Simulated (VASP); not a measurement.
# GeCN2 (R-3m) in VASP: notebook, part 2 of 3

VASP 6.6.1. Earlier steps stand in the parts before.

### Step 3. Single point, PBE (13.44 Å³/atom)

This run uses another cell than the first one, of 13.44 Å³/atom.

Contents of INCAR:

```
  ALGO = Normal
  EDIFF = 1E-6
  ENCUT = 520
  GGA = PE
  ISIF = 2
  ISMEAR = -1
  LASPH = T
  LCHARG = F
  LREAL = F
  LWAVE = F
  NBANDS = 22
  NELM = 60
  PREC = Accurate
  SIGMA = 0.05
```

Contents of KPOINTS:

```
k-points
0
Gamma
  9 9 9
```

Contents of POSCAR:

```
GeCN2
1.0
    1.7817511454      1.0286945034      4.8889229472
   -1.7817511454      1.0286945034      4.8889229472
    0.0000000000     -2.0573890068      4.8889229472
Ge N C
1 2 1
Direct
    0.0000000000      0.0000000000      0.0000000000
    0.5839044000      0.5839044000      0.5839044000
    0.4160956000      0.4160956000      0.4160956000
    0.5000000000      0.5000000000      0.5000000000
```

Potentials or basis: VASP PAW PBE potentials, release 64 (Ge_d, N, C).

Launch:

```
$ cat potpaw_PBE.64/Ge_d/POTCAR potpaw_PBE.64/N/POTCAR potpaw_PBE.64/C/POTCAR > POTCAR
$ mpirun -np 1 vasp_std > vasp.out
```

OUTCAR:

```text
EDIFF = 1E-6
   ENCUT = 520
   GGA = PE
   ISIF = 2
   ISMEAR = -1
   LASPH = T
   LREAL = F
   NELM = 60
   PREC = Accurate

 ion  position               nearest neighbor table
   1  0.000  0.000  0.000-
   2  0.584  0.584  0.584-   4 1.23
   3  0.416  0.416  0.416-   4 1.23
   4  0.500  0.500  0.500-   2 1.23   3 1.23

  LATTYP: Found a trigonal (rhomboedric) cell.
 ALAT       =     5.3041886382
 COS(alpha) =     0.7743235887

  Lattice vectors:

 A1 = (   1.7817511454,   1.0286945034,   4.8889229472)
 A2 = (  -1.7817511454,   1.0286945034,   4.8889229472)
 A3 = (   0.0000000000,  -2.0573890068,   4.8889229472)

Analysis of symmetry for initial positions (statically):
=====================================================================
 Subroutine PRICEL returns:
 Original cell was already a primitive cell.

 Routine SETGRP: Setting up the symmetry group for a
 trigonal (rhombohedral) supercell.

 Subroutine GETGRP returns: Found 12 space group operations
 (whereof 12 operations were pure point group operations)
 out of a pool of 12 trial point group operations.

The static configuration has the point symmetry D_3d.

Analysis of symmetry for dynamics (positions and initial velocities):
=====================================================================
 Subroutine PRICEL returns:
 Original cell was already a primitive cell.

 Routine SETGRP: Setting up the symmetry group for a
 trigonal (rhombohedral) supercell.

 Subroutine GETGRP returns: Found 12 space group operations
 (whereof 12 operations were pure point group operations)
 out of a pool of 12 trial point group operations.

The dynamic configuration has the point symmetry D_3d.

 Subroutine INISYM returns: Found 12 space group operations
 (whereof 12 operations are pure point group operations),
 and found     1 'primitive' translations

----------------------------------------------------------------------------------------

                                     Primitive cell

  volume of cell :      53.7648

  direct lattice vectors                    reciprocal lattice vectors
     1.781751145  1.028694503  4.888922947     0.280622803  0.162017651  0.068181343
    -1.781751145  1.028694503  4.888922947    -0.280622803  0.162017651  0.068181343
     0.000000000 -2.057389007  4.888922947     0.000000000 -0.324035301  0.068181343

  length of vectors
     5.304188638  5.304188638  5.304188638     0.331130748  0.331130748  0.331130748

  position of ions in fractional coordinates (direct lattice)
     0.000000000  0.000000000  0.000000000
     0.583904400  0.583904400  0.583904400
     0.416095600  0.416095600  0.416095600
     0.500000000  0.500000000  0.500000000

  ion indices of the primitive-cell ions
   primitive index   ion index
                 1           1
                 2           2
                 3           3
                 4           4

----------------------------------------------------------------------------------------

 KPOINTS: k-points

Automatic generation of k-mesh.
 Grid dimensions read from file:
 generate k-points for:    9    9    9

 Generating k-lattice:

  Cartesian coordinates                     Fractional coordinates (reciprocal lattice)
     0.031180311  0.018001961  0.007575705     0.111111111  0.000000000 -0.000000000
    -0.031180311  0.018001961  0.007575705     0.000000000  0.111111111 -0.000000000
     0.000000000 -0.036003922  0.007575705    -0.000000000 -0.000000000  0.111111111

  Length of vectors
     0.036792305  0.036792305  0.036792305

  Shift w.r.t. Gamma in fractional coordinates (k-lattice)
     0.000000000  0.000000000  0.000000000

 Subroutine IBZKPT returns following result:
 ===========================================

 Found     85 irreducible k-points:

 Following reciprocal coordinates:
            Coordinates               Weight
  0.000000  0.000000  0.000000      1.000000
  0.111111  0.000000  0.000000      6.000000
  0.222222  0.000000  0.000000      6.000000
  0.333333  0.000000 -0.000000      6.000000
  0.444444  0.000000  0.000000      6.000000
  0.111111  0.111111  0.000000      6.000000
[... 16 lines left out ...]
 -0.333333  0.333333  0.000000      6.000000
  0.444444  0.444444  0.000000      6.000000
 [... further k-points ...]
   k-points           NKPTS =     85   k-points in BZ     NKDIM =     85   number of bands    NBANDS=     22
   number of dos      NEDOS =    301   number of ions     NIONS =      4
   total plane-waves  NPLWV =  64000
   dimension x,y,z NGX =    40 NGY =   40 NGZ =   40
   dimension x,y,z NGXF=    80 NGYF=   80 NGZF=   80
   ions per type =               1   2   1
   NGX,Y,Z   is equivalent  to a cutoff of  12.54, 12.54, 12.54 a.u.
   NGXF,Y,Z  is equivalent  to a cutoff of  25.07, 25.07, 25.07 a.u.
 SYSTEM =  unknown system
   PREC   = accura    normal or accurate (medium, high low for compatibility)
   ISTART =      0    job   : 0-new  1-cont  2-samecut
   ICHARG =      2    charge: 1-file 2-atom 10-const
   ISPIN  =      1    spin polarized calculation?
   LNONCOLLINEAR =      F non collinear calculations
   LSORBIT =      F    spin-orbit coupling
   LASPH  =      T    aspherical Exc in radial PAW
   ENCUT  =  520.0 eV  38.22 Ry    6.18 a.u.   9.86  9.86  9.86*2*pi/ulx,y,z
   NELM   =     60;   NELMIN=  2; NELMDL= -5     # of ELM steps
   EDIFF  = 0.1E-05   stopping-criterion for ELM
   LREAL  =      F    real-space projection
[... 7 lines left out ...]
   TEBEG  =    0.0;   TEEND  =   0.0 temperature during run
   PSTRESS=    0.0 pullay stress
   NELECT =      28.0000    total number of electrons
   NUPDOWN=      -1.0000    fix difference up-down
   EMIN   =  10.00;   EMAX   =-10.00  energy-range for DOS
   EFERMI =   0.00;   METHOD = LEGACY
   ISMEAR =    -1;   SIGMA  =   0.05  broadening in eV -4-tet -1-fermi 0-gaus
   EFERMI_NEDOS =   21; number of points for ismear=-14 and -15
   IALGO  =     38    algorithm
   IMIX   =      4    mixing-type and parameters
     AMIX     =   0.40;   BMIX     =  1.00
     AMIX_MAG =   1.60;   BMIX_MAG =  1.00
  volume/ion in A,a.u.               =      13.44        90.71
  Fermi-wavevector in a.u.,A,eV,Ry     =   1.317129  2.489012 23.603767  1.734828
  Thomas-Fermi vector in A             =   2.447192
   LORBIT       =      0    0 simple, 1 ext, 2 COOP (PROOUT), +10 PAW based schemes
   GGA     = PE    functional components
   LHFCALC =     F    Hartree Fock is set to
   AEXX    =    0.0000 exact exchange contribution
   IVDW    =     0    specifies the selected vdW correction
   LEPSILON=     F    determine dielectric tensor
   LRPA    =     F    only Hartree local field effects (RPA)
 non-spin polarized calculation
  energy-cutoff  :      520.00
  volume of cell :       53.76
 maximum number of plane-waves:      1470
   NGX = 19   NGY = 19   NGZ = 19

 number of electron      28.0000007 magnetization

 Free energy of the ion-electron system (eV)
  ---------------------------------------------------
  ext. energy  EPLUGINS =         0.00000000
  ---------------------------------------------------
  free energy    TOTEN  =       -29.15468128 eV

  energy without entropy =      -29.15468091  energy(sigma->0) =      -29.15468109

 E-fermi :   4.3356     XC(G=0):  -9.7659

 val. band max:        3.7553370688   @ k =  -0.4444  -0.4444   0.2222
 cond. band min:       4.8261926364   @ k =   0.4444   0.4444   0.4444
 fundamental gap:      1.0708555676
 Fermi energy:         4.3356436417

 k-point     1 :       0.0000    0.0000    0.0000
  band No.  band energies     occupation
      1     -20.9839      2.00000
      2     -20.9798      2.00000
      3     -20.9798      2.00000
      4     -20.9695      2.00000
      5     -20.9695      2.00000
      6     -15.6858      2.00000
[... 14 lines left out ...]
     21      13.8543      0.00000
     22      14.5459      0.00000
[... 552 lines left out ...]
  band No.  band energies     occupation
      1     -20.9950      2.00000
      2     -20.9811      2.00000
      3     -20.9722      2.00000
      4     -20.9696      2.00000
      5     -20.9621      2.00000
      6     -15.2704      2.00000
[... 14 lines left out ...]
     21      12.9844      0.00000
     22      15.9679      0.00000

 [... further k-points ...]

------------------------ aborting loop because EDIFF is reached ----------------------------------------

  FORCE on cell =-STRESS in cart. coord.  units (eV):
  Direction    XX          YY          ZZ          XY          YZ          ZX
  --------------------------------------------------------------------------------------
  -------------------------------------------------------------------------------------
  Total        0.3556179      0.3556179      2.2026638      0.0000000      0.0000000      0.0000000
  in kB       10.5973258     10.5973258     65.6388394      0.0000000      0.0000000      0.0000000
  external PRESSURE =      28.9444970 kB  Pullay stress =       0.0000000 kB

 VOLUME and BASIS-vectors are now :
 -----------------------------------------------------------------------------
  energy-cutoff  :      520.00
  volume of cell :       53.76
      direct lattice vectors                 reciprocal lattice vectors
     1.781751145  1.028694503  4.888922947     0.280622803  0.162017651  0.068181343
    -1.781751145  1.028694503  4.888922947    -0.280622803  0.162017651  0.068181343
     0.000000000 -2.057389007  4.888922947     0.000000000 -0.324035301  0.068181343

 POSITION                                       TOTAL-FORCE (eV/Angst)
 -----------------------------------------------------------------------------------
      0.00000      0.00000      0.00000        -0.000000     -0.000000     -0.000000
      0.00000      0.00000      8.56399        -0.000000     -0.000000      0.666828
      0.00000      0.00000      6.10278        -0.000000      0.000000     -0.666828
      0.00000      0.00000      7.33338         0.000000     -0.000000     -0.000000
 -----------------------------------------------------------------------------------
    total drift:                               -0.000000      0.000000     -0.000000

  FREE ENERGIE OF THE ION-ELECTRON SYSTEM (eV)
  ---------------------------------------------------
  free  energy   TOTEN  =       -29.1546812805 eV

  energy  without entropy=      -29.1546809062  energy(sigma->0) =      -29.15468109
```

It took 4.6 min on 1 thread of Intel Xeon 8259CL, shared host; peak memory 0.3 GiB.

What came out:

```
Free energy            : -29.1547 eV
Pressure               : 2.9 GPa
Largest force          : 0.667 eV/Å
Band gap on the k mesh : 1.07 eV (least direct gap 1.88 eV)
```

Forces in eV/Å, atoms in the order of the input:
```
Ge   0.000  0.000  0.000
N    0.000  0.000  0.667
N    0.000  0.000 -0.667
C    0.000  0.000  0.000
```

Stress tensor (GPa, compression positive):
```
1.06 0.00 0.00
0.00 1.06 0.00
0.00 0.00 6.56
```

Levels at points of the mesh, in eV from the valence-band top:
```tsv
k point	band 12	band 13	band 14	band 15	band 16	band 17
(0.00, 0.00, 0.00)	-2.03	-1.98	-1.98	2.53	3.29	3.29
```

Caveat: an odd mesh through Γ misses points on the zone boundary, where band edges can lie.

### Step 4. Single point, PBE (13.99 Å³/atom)

This run uses another cell than the first one, of 13.99 Å³/atom.

Contents of INCAR:

```
PREC = Accurate ; ENCUT = 520
EDIFF = 1E-6 ; ISMEAR = -1
SIGMA = 0.05 ; LREAL = False
LASPH = True ; NELM = 80
ALGO = Normal ; ISIF = 2
LWAVE = False ; LCHARG = False
GGA = PE ; NBANDS = 22
```

Contents of KPOINTS:

```
regular mesh
0
Gamma
  9 9 9
```

Contents of POSCAR:

```
GeCN2
1.0
    1.8056701223      1.0425041312      4.9545539055
   -1.8056701223      1.0425041312      4.9545539055
    0.0000000000     -2.0850082624      4.9545539055
Ge N C
1 2 1
Direct
    0.0000000000      0.0000000000      0.0000000000
    0.5839044000      0.5839044000      0.5839044000
    0.4160956000      0.4160956000      0.4160956000
    0.5000000000      0.5000000000      0.5000000000
```

Launch:

```
$ cat potpaw_PBE.64/Ge_d/POTCAR potpaw_PBE.64/N/POTCAR potpaw_PBE.64/C/POTCAR > POTCAR
$ mpirun -np 1 vasp_std > vasp.out
```

Run time: 4.5 min. Hardware: 1 thread of Intel Xeon 8259CL, shared host; peak memory 0.3 GiB.

The run converged. Its results:

```yaml
Free_energy: -29.1591 eV
Pressure: -2.4 GPa
Largest_force: 0.477 eV/Å
Band_gap_on_the_k_mesh: 1.16 eV (least direct gap 2.03 eV)
```

Forces on the atoms (eV/Å):
```
Ge   0.000  0.000  0.000
N    0.000  0.000 -0.477
N    0.000  0.000  0.477
C    0.000  0.000  0.000
```

Stress tensor (GPa, compression positive):
```
-1.04  0.00  0.00
 0.00 -1.04  0.00
 0.00  0.00 -5.09
```

Levels at points of the mesh, in eV from the valence-band top:
```tsv
k point	band 10	band 11	band 12	band 13	band 14	band 15	band 16	band 17	band 18	band 19
(0.00, 0.00, 0.00)	-5.03	-5.03	-2.20	-1.78	-1.78	2.53	3.26	3.26	5.11	7.19
```

Caveat: an odd mesh through Γ misses points on the zone boundary, where band edges can lie.

(Continued in part 3 of 3.)
